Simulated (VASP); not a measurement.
Input of a VASP 6.6.1 run:

The input INCAR:

```
SYSTEM = Pd
PREC = Accurate ; ENCUT = 520
EDIFF = 1E-6 ; ISMEAR = -1
SIGMA = 0.05 ; LREAL = .False.
LASPH = .True. ; NELM = 60
ALGO = Normal ; ISIF = 2
LWAVE = .False. ; LCHARG = .False.
GGA = RE ; IVDW = 12
NBANDS = 11
```

The input KPOINTS:

```
regular mesh
0
Gamma
  12 12 12
  0 0 0
```

File POSCAR:

```
Pd
1.0
    0.0000000000      1.9846763588      1.9846763588
    1.9846763588      0.0000000000      1.9846763588
    1.9846763588      1.9846763588      0.0000000000
Pd
1
Direct
    0.0000000000      0.0000000000      0.0000000000
```

Potentials or basis: VASP PAW PBE potentials, release 64 (Pd).

Run with:

```bash
$ cat potpaw_PBE.64/Pd/POTCAR > POTCAR
$ mpirun -np 1 vasp_std > vasp.out
```

Task: Estimate the pressure.

Result: -13.2 GPa.

Task: Predict the band gap on the k mesh.

Result: Zero (band 5 reaches 9.15 eV, above the bottom of band 6 at 7.72 eV).

Task: Predict the dispersion energy per atom.

Result: -1.200 eV.

Caveat: the PAW data sets were made with another functional, which shifts forces and pressure a little; pairwise dispersion overbinds metals, which lowers pressure and volume.
